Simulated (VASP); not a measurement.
Here is a VASP 6.6.1 calculation.

File INCAR:

```
  PREC = Accurate
  ENCUT = 520
  EDIFF = 1E-8
  ISMEAR = 0
  SIGMA = 0.01
  LREAL = False
  LASPH = True
  NELM = 60
  ALGO = Normal
  ISIF = 2
  LWAVE = False
  LCHARG = False
  GGA = PS
  NBANDS = 35
  IBRION = 8
  NSW = 1
  LEPSILON = True
```

The input KPOINTS:

```
Automatic mesh
0
Gamma
  6 6 4
```

The input POSCAR:

```
SnO2
1.0
    3.5576786135      0.0000000000      0.0000000000
    0.0000000000      3.5576786135      0.0000000000
    0.0000000000      0.0000000000      5.4034103435
Sn O
2 4
Direct
    0.5000000000      0.5000000000      0.5000000000
    0.0000000000      0.0000000000      0.0000000000
    0.0000000000      0.5000000000      0.6819796671
    0.5000000000      0.0000000000      0.8180203329
    0.5000000000      0.0000000000      0.3180203329
    0.0000000000      0.5000000000      0.1819796671
```

Potentials or basis: VASP PAW PBE potentials, release 64 (Sn_d, O).

Command:

```console
$ cat potpaw_PBE.64/Sn_d/POTCAR potpaw_PBE.64/O/POTCAR > POTCAR
$ mpirun -np 1 vasp_std > vasp.out
```

Task: Estimate the electronic dielectric tensor (diagonal).

Result: 6.30, 6.30, 5.78.

Task: Predict the Born charges (mean of the diagonal).

Result: Sn +4.44; O -2.22 e.

Task: What does it give for the most unstable mode?

Result: 35i cm⁻¹.

Task: Estimate the highest phonon frequency at Γ, LO-TO splitting left out.

Result: 709 cm⁻¹.

Born effective charge tensors (e):
atom 1, Sn
```
4.39 0.00 0.00
0.00 4.39 0.00
0.00 0.00 4.55
```
atom 2, Sn
```
4.39 0.00 0.00
0.00 4.39 0.00
0.00 0.00 4.55
```
atom 3, O
```
-2.47  0.00  0.00
 0.00 -1.91  0.00
 0.00  0.00 -2.28
```
atom 4, O
```
-2.47  0.00  0.00
 0.00 -1.91  0.00
 0.00  0.00 -2.28
```
atom 5, O
```
-1.91  0.00  0.00
 0.00 -2.47  0.00
 0.00  0.00 -2.28
```
atom 6, O
```
-1.91  0.00  0.00
 0.00 -2.47  0.00
 0.00  0.00 -2.28
```

Caveat: some modes are imaginary.
